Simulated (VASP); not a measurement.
# Au (Im-3m) in VASP: notebook

Runs on Au. Level: PBE. Tasks: single point.

Everything below comes from runs of VASP 6.6.1. Logs are shortened: lines on timing, memory, paths and dates and some standing lists are left out, and cuts for length are marked.

## Step 1: The cell of the first run

It takes space group Im-3m (No. 229, cubic). Conventional cell: a = 3.315 Å, b = 3.315 Å, c = 3.315 Å, α = 90.00°, β = 90.00°, γ = 90.00°. Within 3.8 Å of Au (site symmetry m-3m) lie 14 Au at 2.87 to 3.31 Å.

## Step 2: Single point, PBE

INCAR reads:

```
  PREC = Accurate
  ENCUT = 520
  EDIFF = 1E-6
  ISMEAR = -1
  SIGMA = 0.05
  LREAL = False
  LASPH = True
  NELM = 80
  ALGO = Normal
  ISIF = 2
  LWAVE = False
  LCHARG = False
  GGA = PE
  NBANDS = 12
```

KPOINTS reads:

```
Automatic mesh
0
Gamma
  11 11 11
```

POSCAR reads:

```
Au
1.0
   -1.6572690000      1.6572690000      1.6572690000
    1.6572690000     -1.6572690000      1.6572690000
    1.6572690000      1.6572690000     -1.6572690000
Au
1
Direct
    0.0000000000      0.0000000000      0.0000000000
```

Potentials or basis: VASP PAW PBE potentials, release 64 (Au).

Launch:

```
> cat potpaw_PBE.64/Au/POTCAR > POTCAR
> mpirun -np 1 vasp_std > vasp.out
```

OUTCAR:

```text
PREC = Accurate
   ENCUT = 520
   EDIFF = 1E-6
   ISMEAR = -1
   LREAL = False
   LASPH = True
   NELM = 80
   ISIF = 2
   GGA = PE

 ion  position               nearest neighbor table
   1  0.000  0.000  0.000-

  LATTYP: Found a body centered cubic cell.
 ALAT       =     3.3145380000

  Lattice vectors:

 A1 = (  -1.6572690000,   1.6572690000,   1.6572690000)
 A2 = (   1.6572690000,  -1.6572690000,   1.6572690000)
 A3 = (   1.6572690000,   1.6572690000,  -1.6572690000)

Analysis of symmetry for initial positions (statically):
=====================================================================
 Subroutine PRICEL returns:
 Original cell was already a primitive cell.

 Routine SETGRP: Setting up the symmetry group for a
 body centered cubic supercell.

 Subroutine GETGRP returns: Found 48 space group operations
 (whereof 48 operations were pure point group operations)
 out of a pool of 48 trial point group operations.

The static configuration has the point symmetry O_h .

Analysis of symmetry for dynamics (positions and initial velocities):
=====================================================================
 Subroutine PRICEL returns:
 Original cell was already a primitive cell.

 Routine SETGRP: Setting up the symmetry group for a
 body centered cubic supercell.

 Subroutine GETGRP returns: Found 48 space group operations
 (whereof 48 operations were pure point group operations)
 out of a pool of 48 trial point group operations.

The dynamic configuration has the point symmetry O_h .

 Subroutine INISYM returns: Found 48 space group operations
 (whereof 48 operations are pure point group operations),
 and found     1 'primitive' translations

----------------------------------------------------------------------------------------

                                     Primitive cell

  volume of cell :      18.2070

  direct lattice vectors                    reciprocal lattice vectors
    -1.657269000  1.657269000  1.657269000     0.000000000  0.301701172  0.301701172
     1.657269000 -1.657269000  1.657269000     0.301701172  0.000000000  0.301701172
     1.657269000  1.657269000 -1.657269000     0.301701172  0.301701172  0.000000000

  length of vectors
     2.870474110  2.870474110  2.870474110     0.426669890  0.426669890  0.426669890

  position of ions in fractional coordinates (direct lattice)
     0.000000000  0.000000000  0.000000000

  ion indices of the primitive-cell ions
   primitive index   ion index
                 1           1

----------------------------------------------------------------------------------------

 KPOINTS: Automatic mesh

Automatic generation of k-mesh.
 Grid dimensions read from file:
 generate k-points for:   11   11   11

 Generating k-lattice:

  Cartesian coordinates                     Fractional coordinates (reciprocal lattice)
     0.000000000  0.027427379  0.027427379     0.090909091  0.000000000  0.000000000
     0.027427379  0.000000000  0.027427379     0.000000000  0.090909091  0.000000000
     0.027427379  0.027427379  0.000000000     0.000000000  0.000000000  0.090909091

  Length of vectors
     0.038788172  0.038788172  0.038788172

  Shift w.r.t. Gamma in fractional coordinates (k-lattice)
     0.000000000  0.000000000  0.000000000

 Subroutine IBZKPT returns following result:
 ===========================================

 Found     56 irreducible k-points:

 Following reciprocal coordinates:
            Coordinates               Weight
  0.000000  0.000000  0.000000      1.000000
  0.090909  0.000000  0.000000     12.000000
  0.181818  0.000000  0.000000     12.000000
  0.272727  0.000000  0.000000     12.000000
  0.363636  0.000000  0.000000     12.000000
  0.454545  0.000000  0.000000     12.000000
[... 16 lines left out ...]
  0.272727  0.181818  0.090909     48.000000
  0.363636  0.181818  0.090909     24.000000
 [... further k-points ...]
   k-points           NKPTS =     56   k-points in BZ     NKDIM =     56   number of bands    NBANDS=     12
   number of dos      NEDOS =    301   number of ions     NIONS =      1
   total plane-waves  NPLWV =  13824
   dimension x,y,z NGX =    24 NGY =   24 NGZ =   24
   dimension x,y,z NGXF=    48 NGYF=   48 NGZF=   48
   ions per type =               1
   NGX,Y,Z   is equivalent  to a cutoff of  13.90, 13.90, 13.90 a.u.
   NGXF,Y,Z  is equivalent  to a cutoff of  27.80, 27.80, 27.80 a.u.
 SYSTEM =  unknown system
   PREC   = accura    normal or accurate (medium, high low for compatibility)
   ISTART =      0    job   : 0-new  1-cont  2-samecut
   ICHARG =      2    charge: 1-file 2-atom 10-const
   ISPIN  =      1    spin polarized calculation?
   LNONCOLLINEAR =      F non collinear calculations
   LSORBIT =      F    spin-orbit coupling
   LASPH  =      T    aspherical Exc in radial PAW
   ENCUT  =  520.0 eV  38.22 Ry    6.18 a.u.   5.34  5.34  5.34*2*pi/ulx,y,z
   NELM   =     80;   NELMIN=  2; NELMDL= -5     # of ELM steps
   EDIFF  = 0.1E-05   stopping-criterion for ELM
   LREAL  =      F    real-space projection
[... 7 lines left out ...]
   TEBEG  =    0.0;   TEEND  =   0.0 temperature during run
   PSTRESS=    0.0 pullay stress
   NELECT =      11.0000    total number of electrons
   NUPDOWN=      -1.0000    fix difference up-down
   EMIN   =  10.00;   EMAX   =-10.00  energy-range for DOS
   EFERMI =   0.00;   METHOD = LEGACY
   ISMEAR =    -1;   SIGMA  =   0.05  broadening in eV -4-tet -1-fermi 0-gaus
   EFERMI_NEDOS =   21; number of points for ismear=-14 and -15
   IALGO  =     38    algorithm
   IMIX   =      4    mixing-type and parameters
     AMIX     =   0.40;   BMIX     =  1.00
     AMIX_MAG =   1.60;   BMIX_MAG =  1.00
  volume/ion in A,a.u.               =      18.21       122.87
  Fermi-wavevector in a.u.,A,eV,Ry     =   1.383968  2.615320 26.060157  1.915367
  Thomas-Fermi vector in A             =   2.508516
   LORBIT       =      0    0 simple, 1 ext, 2 COOP (PROOUT), +10 PAW based schemes
   GGA     = PE    functional components
   LHFCALC =     F    Hartree Fock is set to
   AEXX    =    0.0000 exact exchange contribution
   IVDW    =     0    specifies the selected vdW correction
   LEPSILON=     F    determine dielectric tensor
   LRPA    =     F    only Hartree local field effects (RPA)
 non-spin polarized calculation
  energy-cutoff  :      520.00
  volume of cell :       18.21
 maximum number of plane-waves:       498
 NGX is ok and might be reduce to    24
   NGX = 11   NGY = 11   NGZ = 11

 number of electron      10.9999998 magnetization

 Free energy of the ion-electron system (eV)
  ---------------------------------------------------
  ext. energy  EPLUGINS =         0.00000000
  ---------------------------------------------------
  free energy    TOTEN  =        -3.19660963 eV

  energy without entropy =       -3.19076675  energy(sigma->0) =       -3.19368819

 E-fermi :   8.3005     XC(G=0): -12.3232

 val. band max:        8.2985922318   @ k =  -0.3636   0.4545   0.0909
 cond. band min:       8.3288693242   @ k =  -0.2727   0.4545   0.0909
 fundamental gap:      0.0302770924
 Fermi energy:         8.3004963756

 k-point     1 :       0.0000    0.0000    0.0000
  band No.  band energies     occupation
      1      -0.7545      2.00000
      2       3.9039      2.00000
      3       3.9039      2.00000
      4       3.9039      2.00000
      5       5.6402      2.00000
      6       5.6402      2.00000
      7      24.9101      0.00000
      8      24.9101      0.00000
      9      24.9101      0.00000
     10      31.5731      0.00000
     11      31.5731      0.00000
     12      31.5731      0.00000

 k-point     2 :       0.0909    0.0000    0.0000
  band No.  band energies     occupation
      1      -0.4691      2.00000
      2       3.8185      2.00000
      3       3.9120      2.00000
      4       4.0981      2.00000
      5       5.5434      2.00000
      6       5.6464      2.00000
      7      24.7315      0.00000
      8      24.9303      0.00000
      9      25.2578      0.00000
     10      29.2740      0.00000
     11      29.5757      0.00000
     12      30.5490      0.00000

 k-point     3 :       0.1818    0.0000    0.0000
  band No.  band energies     occupation
      1       0.3202      2.00000
      2       3.5971      2.00000
      3       3.9357      2.00000
      4       4.6515      2.00000
      5       5.3837      2.00000
      6       5.6693      2.00000
      7      22.7947      0.00000
      8      24.3021      0.00000
      9      26.2182      0.00000
     10      27.7658      0.00000
     11      28.2120      0.00000
     12      28.8295      0.00000

 k-point     4 :       0.2727    0.0000    0.0000
  band No.  band energies     occupation
      1       1.2815      2.00000
      2       3.3221      2.00000
      3       4.2111      2.00000
      4       5.3692      2.00000
      5       5.4642      2.00000
      6       5.7131      2.00000
      7      19.1339      0.00000
      8      22.8422      0.00000
      9      25.5950      0.00000
     10      27.5480      0.00000
     11      28.0808      0.00000
     12      30.1205      0.00000

 k-point     5 :       0.3636    0.0000    0.0000
  band No.  band energies     occupation
      1       1.7353      2.00000
      2       3.0824      2.00000
      3       5.2457      2.00000
      4       5.6997      2.00000
      5       5.7678      2.00000
      6       6.3339      2.00000
      7      15.3943      0.00000
      8      21.5515      0.00000
      9      23.3683      0.00000
     10      28.7062      0.00000
     11      28.8513      0.00000
     12      32.1528      0.00000

 k-point     6 :       0.4545    0.0000    0.0000
  band No.  band energies     occupation
      1       1.7601      2.00000
      2       2.9454      2.00000
      3       5.4881      2.00000
      4       5.8075      2.00000
      5       6.9314      2.00000
      6       7.5458      2.00000
      7      12.2807      0.00000
      8      20.8432      0.00000
      9      22.0568      0.00000
     10      29.2213      0.00000
     11      29.6614      0.00000
     12      31.2035      0.00000

 k-point     7 :       0.0909    0.0909    0.0000
  band No.  band energies     occupation
      1       0.0742      2.00000
      2       3.7285      2.00000
      3       3.8168      2.00000
      4       4.5173      2.00000
      5       5.3936      2.00000
      6       5.6808      2.00000
      7      24.0764      0.00000
      8      24.3699      0.00000
      9      25.6295      0.00000
     10      26.9608      0.00000
     11      28.8175      0.00000
     12      30.1355      0.00000

 k-point     8 :       0.1818    0.0909    0.0000
  band No.  band energies     occupation
      1       1.0082      2.00000
      2       3.4956      2.00000
      3       3.8080      2.00000
      4       5.2643      2.00000
      5       5.3058      2.00000
      6       5.7462      2.00000
      7      21.0712      0.00000
      8      22.9919      0.00000
      9      25.0993      0.00000
     10      26.6054      0.00000
     11      29.3423      0.00000
     12      30.2486      0.00000
[... 166 lines left out ...]
 k-point    20 :       0.3636    0.0909    0.0909
  band No.  band energies     occupation
      1       2.1947      2.00000
      2       2.9587      2.00000
      3       5.3103      2.00000
      4       5.6066      2.00000
      5       5.8185      2.00000
      6       9.4728      0.00000
      7      12.3039      0.00000
      8      19.6155      0.00000
      9      20.0596      0.00000
     10      29.6426      0.00000
     11      31.6400      0.00000
     12      31.8213      0.00000

 k-point    21 :      -0.0909    0.0909    0.0909
  band No.  band energies     occupation
      1      -0.1868      2.00000
      2       3.9348      2.00000
      3       3.9348      2.00000
      4       4.0961      2.00000
      5       5.3186      2.00000
      6       5.7572      2.00000
      7      24.4142      0.00000
      8      25.4836      0.00000
      9      25.4836      0.00000
     10      26.7669      0.00000
     11      29.9011      0.00000
     12      29.9011      0.00000

 k-point    22 :       0.1818    0.1818    0.0909
  band No.  band energies     occupation
      1       2.5556      2.00000
      2       3.2741      2.00000
      3       3.4135      2.00000
      4       5.5699      2.00000
      5       5.7577      2.00000
      6       7.8332      1.99983
      7      16.5908      0.00000
      8      19.2061      0.00000
      9      20.6872      0.00000
     10      28.4682      0.00000
     11      32.8845      0.00000
     12      33.8047      0.00000

 k-point    23 :       0.2727    0.1818    0.0909
  band No.  band energies     occupation
      1       2.6393      2.00000
      2       3.1463      2.00000
      3       4.1946      2.00000
      4       5.6478      2.00000
      5       5.8292      2.00000
      6       9.5164      0.00000
      7      13.8665      0.00000
      8      17.6766      0.00000
      9      19.9712      0.00000
     10      29.5857      0.00000
     11      32.2165      0.00000
     12      33.7438      0.00000

 k-point    24 :       0.3636    0.1818    0.0909
  band No.  band energies     occupation
      1       2.5989      2.00000
      2       3.0975      2.00000
      3       4.6396      2.00000
      4       5.6884      2.00000
      5       5.8641      2.00000
      6      11.3177      0.00000
      7      11.6421      0.00000
      8      17.1064      0.00000
      9      19.7174      0.00000
     10      30.1271      0.00000
     11      31.7841      0.00000
     12      33.7413      0.00000

 [... further k-points ...]
[... 5 lines left out ...]
  --------------------------------------------------------------------------------------
  -------------------------------------------------------------------------------------
  Total       -0.1262198     -0.1262198     -0.1262198      0.0000000      0.0000000      0.0000000
  in kB      -11.1070583    -11.1070583    -11.1070583      0.0000000      0.0000000      0.0000000
  external PRESSURE =     -11.1070583 kB  Pullay stress =       0.0000000 kB

 VOLUME and BASIS-vectors are now :
 -----------------------------------------------------------------------------
  energy-cutoff  :      520.00
  volume of cell :       18.21
      direct lattice vectors                 reciprocal lattice vectors
    -1.657269000  1.657269000  1.657269000     0.000000000  0.301701172  0.301701172
     1.657269000 -1.657269000  1.657269000     0.301701172  0.000000000  0.301701172
     1.657269000  1.657269000 -1.657269000     0.301701172  0.301701172  0.000000000

 POSITION                                       TOTAL-FORCE (eV/Angst)
 -----------------------------------------------------------------------------------
      0.00000      0.00000      0.00000        -0.000000      0.000000     -0.000000
 -----------------------------------------------------------------------------------
    total drift:                               -0.000000      0.000000     -0.000000

  FREE ENERGIE OF THE ION-ELECTRON SYSTEM (eV)
  ---------------------------------------------------
  free  energy   TOTEN  =        -3.1966096278 eV

  energy  without entropy=       -3.1907667549  energy(sigma->0) =       -3.19368819
```

Wall time 9.9 s (1 thread of Intel Xeon 8259CL, shared host); peak memory 0.14 GiB.

Results:

```
Free energy : -3.1966 eV
Pressure    : -1.1 GPa
```

Caveat: spin-orbit coupling is left out, which moves the levels of the heavy elements.

## Step 3: Single point, PBE (volume scaled by 0.96)

INCAR reads:

```
ALGO = Fast
EDIFF = 1E-6
ENCUT = 520
GGA = PE
ISIF = 2
ISMEAR = -1
LASPH = True
LCHARG = False
LREAL = False
LWAVE = False
NBANDS = 12
NELM = 80
PREC = Accurate
SIGMA = 0.05
```

KPOINTS reads:

```
k-points
0
Gamma
  11 11 11
```

POSCAR reads:

```
Au
1.0
   -1.6348707273      1.6348707273      1.6348707273
    1.6348707273     -1.6348707273      1.6348707273
    1.6348707273      1.6348707273     -1.6348707273
Au
1
Direct
    0.0000000000      0.0000000000      0.0000000000
```

Potentials or basis: VASP PAW PBE potentials, release 64 (Au).

Launch:

```
> cat potpaw_PBE.64/Au/POTCAR > POTCAR
> mpirun -np 1 vasp_std > vasp.out
```

Run time: 13 s. Hardware: 1 thread of Intel Xeon 8259CL, shared host; peak memory 0.14 GiB.

The run converged. Its results:

- Free energy: -3.1883 eV
- Pressure: 4.8 GPa

Levels at points of the mesh, in eV from the Fermi level:
```
           k point  band 1  band 2  band 3  band 4  band 5  band 6  band 7  band 8  band 9  band 10
(0.00, 0.00, 0.00)   -9.46   -4.60   -4.60   -4.60   -2.75   -2.75   16.64   16.64   16.64    24.02
```

Caveat: spin-orbit coupling is left out, which moves the levels of the heavy elements.

## Step 4: Single point, PBE (volume scaled by 0.98)

INCAR reads:

```
PREC = Accurate
ENCUT = 520
EDIFF = 1E-6
ISMEAR = -1
SIGMA = 0.05
LREAL = F
LASPH = T
NELM = 100
ALGO = Fast
ISIF = 2
LWAVE = F
LCHARG = F
GGA = PE
NBANDS = 12
```

KPOINTS reads:

```
regular mesh
0
Gamma
  11 11 11
```

POSCAR reads:

```
Au
1.0
   -1.6461460541      1.6461460541      1.6461460541
    1.6461460541     -1.6461460541      1.6461460541
    1.6461460541      1.6461460541     -1.6461460541
Au
1
Direct
    0.0000000000      0.0000000000      0.0000000000
```

Launch:

```
> cat potpaw_PBE.64/Au/POTCAR > POTCAR
> mpirun -np 1 vasp_std > vasp.out
```

It took 13 s on 1 thread of Intel Xeon 8259CL, shared host; peak memory 0.14 GiB.

Results (log left out):

| Quantity | Value |
| --- | --- |
| Free energy | -3.1958 eV |
| Pressure | 1.7 GPa |

Levels at points of the mesh, in eV from the Fermi level:
```csv
k point,band 3,band 4,band 5,band 6,band 7,band 8
"(0.00, 0.00, 0.00)",-4.50,-4.50,-2.70,-2.70,16.63,16.63
```

Caveat: spin-orbit coupling is left out, which moves the levels of the heavy elements.

## Step 5: The runs side by side

```tsv
cell	gap on the mesh (eV)	pressure (GPa)
a = 2.870 Å, angles 109.5°, 1 atom	none	-1.1
a = 2.832 Å, angles 109.5°, 1 atom	none	4.8
a = 2.851 Å, angles 109.5°, 1 atom	none	1.7
```

Alike in all rows: task single point; level PBE; potentials or basis VASP PAW PBE potentials, release 64 (Au); no spin polarisation; k mesh 11 × 11 × 11; cutoff (eV) 520; smearing fermi-dirac 0.05 eV.

Caveats: spin-orbit coupling is left out, which moves the levels of the heavy elements.

Absolute energies hang on the potentials; compare differences alone.
